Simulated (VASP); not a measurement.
Write the native input for VASP 6.6.1 that does the following.

* Task: single point
* Functional: PBEsol
* Potentials or basis: VASP PAW PBE potentials, release 64 (Al, N)
* Cutoff: 520 eV
* k mesh: 6 × 6 × 6
* Occupations: gaussian, width 0.05 eV
* Spin: no spin polarisation
* Dipole correction: no
* Further INCAR settings: ALGO = Normal; EDIFF = 1e-06; NBANDS = 26

The structure of AlN lies in POSCAR:

```
AlN
1.0
    4.3771405283      0.0000000000      0.0000000000
    0.0000000000     -4.3771405283      0.0000000000
    0.0000000000      0.0000000000     -4.3771405283
Al N
4 4
Direct
    0.0000000000      0.1151436644      0.0000000000
    0.5000000000      0.5000000000      0.0000000000
    0.5000000000      0.0000000000      0.5000000000
    0.0000000000      0.5000000000      0.5000000000
    0.7500000000      0.7500000000      0.7500000000
    0.2500000000      0.2500000000      0.7500000000
    0.2500000000      0.7500000000      0.2500000000
    0.7500000000      0.2500000000      0.2500000000
```

This cell differs from its parent crystal: atom 1 (Al) moved by +0.000 Å along [1 1 0] and -0.504 Å along [0 0 1].

One way to write it, as run:

INCAR

```
SYSTEM = AlN
ALGO     = Normal         ! electronic algorithm
EDIFF    = 1E-6           ! SCF threshold, eV
ENCUT    = 520            ! plane-wave cutoff, eV
GGA      = PS             ! functional
ISIF     = 2              ! what is computed and relaxed
ISMEAR   = 0              ! smearing method
LASPH    = .True.         ! aspherical terms in the spheres
LCHARG   = .True.         ! write CHGCAR
LELF     = .True.         ! ELF
LREAL    = .False.        ! projectors in reciprocal space
LVHAR    = .True.       
LWAVE    = .False.        ! write WAVECAR
NBANDS   = 26             ! bands
NELM     = 60             ! most SCF steps
PREC     = Accurate       ! precision mode
SIGMA    = 0.05           ! smearing width, eV
```

KPOINTS

```
k-points
0
Gamma
  6 6 6
  0 0 0
```

Potentials or basis: VASP PAW PBE potentials, release 64 (Al, N).

Command:

```sh
$ cat potpaw_PBE.64/Al/POTCAR potpaw_PBE.64/N/POTCAR > POTCAR
$ mpirun -np 1 vasp_std > vasp.out
```

It gave:

* Pressure: 8.0 GPa
* Largest force: 8.553 eV/Å
* Band gap on the k mesh: 1.26 eV (least direct gap 1.34 eV)

Caveat: the cell differs from its parent crystal (atom 1 (Al) moved by +0.000 Å along [1 1 0] and -0.504 Å along [0 0 1]); the cell stands under pressure; the PAW data sets were made with another functional, which shifts forces and pressure a little.

It took 50 s on 1 thread of Intel(R) Xeon(R) 6975P-C (Granite Rapids), on a shared host, peak memory 0.24 GiB.
